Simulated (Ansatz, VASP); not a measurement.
# AgCl in VASP and in Ansatz

Contents of POSCAR:

```
AgCl
1.0
    1.6685000000     -4.9535000000      0.0000000000
    1.6685000000      4.9535000000      0.0000000000
    0.0000000000      0.0000000000      4.0950000000
Ag Cl
2 2
Direct
    0.6020000000      0.3980000000      0.2500000000
    0.3980000000      0.6020000000      0.7500000000
    0.8600000000      0.1400000000      0.2500000000
    0.1459934073      0.8659934073      0.7500000000
```

Contents of INCAR.step1:

```
ALGO = Normal ; EDIFF = 1E-4
ENCUT = 520 ; GGA = PE
ISMEAR = 0 ; LASPH = T
LCHARG = F ; LREAL = F
LWAVE = T ; NBANDS = 26
NELM = 80 ; PREC = Accurate
SIGMA = 0.01
```

Contents of INCAR.step2:

```
ALGO = Normal ; EDIFF = 1E-6
ENCUT = 520 ; ISIF = 2
ISMEAR = 0 ; ISTART = 1
LASPH = T ; LCHARG = F
LMIXTAU = T ; LREAL = F
LWAVE = F ; METAGGA = R2SCAN
NBANDS = 26 ; NELM = 80
PREC = Accurate ; SIGMA = 0.01
```

Contents of KPOINTS:

```
k-points
0
Gamma
  6 6 6
```

Input for Ansatz:

```yaml
crystal:
  lattice:
    - [1.6685, -4.9535, 0.0]
    - [1.6685, 4.9535, 0.0]
    - [0.0, 0.0, 4.095]
  atoms:
    - { symbol: Ag, position: [0.602, 0.398, 0.25] }
    - { symbol: Ag, position: [0.398, 0.602, 0.75] }
    - { symbol: Cl, position: [0.86, 0.14, 0.25] }
    - { symbol: Cl, position: [0.14599340725202278, 0.8659934072520228, 0.75] }
basis:
  ecutwfc: 625.861883657724
kpoints:
  mp_grid:
    grid: [6, 6, 6]
hamiltonian:
  xc: r2scan
scf:
  occupations:
    method: fixed
output:
  polarization:
    string_points: 10
```

Alike in both runs: task single point; functional r2SCAN; k mesh 6 × 6 × 6; no spin polarisation.

```csv
,VASP,Ansatz
version,VASP 6.6.1,Ansatz 0.2.0
potentials or method,"VASP PAW PBE potentials, release 64 (Ag, Cl), cutoff 520 eV","plane waves, PAW"
occupations,"gaussian, width 0.01 eV",fixed
valence electrons in the cell,36,52
```

```csv
,VASP,Ansatz,Ansatz less VASP
gap on the k mesh at the Fermi level (eV),1.26,1.32,+0.056
```

VASP's potentials were made for PBE, not for r2SCAN. VASP's potentials hold 36 valence electrons a cell and Ansatz's 52, so a difference there can come from the potentials and not from the codes.
